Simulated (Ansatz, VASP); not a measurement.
## TiTc: VASP beside Ansatz

```
Ti Tc
1.0
     3.14110    0.00000    0.00000
     0.00000    3.14110    0.00000
     0.00000    0.00000    3.11000
Ti Tc
1 1
Direct
  0.50000 0.50000 0.50000
  0.00000 0.00000 0.00000
```

Change from the starting cell: equal xx and yy strain of +1 %.

Alike in both runs: task single point; functional PBEsol; k mesh 12 × 12 × 12; occupations fermi-dirac, width 0.08 eV; no spin polarisation.

|  | VASP | Ansatz |
| --- | --- | --- |
| version | VASP 6.6.1 | Ansatz 0.2.0 |
| potentials or method | VASP PAW PBE potentials, release 64 (Ti_sv, Tc_pv), cutoff 520 eV | all-electron LAPW, scalar-relativistic |

Ansatz gave:

- pressure (GPa): -11.7
- traceless stress, the component that is largest in VASP (GPa): 1.38

Which values does VASP return?

Pressure (GPa): -11.9; traceless stress, the component that is largest in VASP (GPa): 1.37.

VASP's potentials were made for PBE, not for PBEsol. Ansatz ran all-electron here, and VASP with PAW potentials.
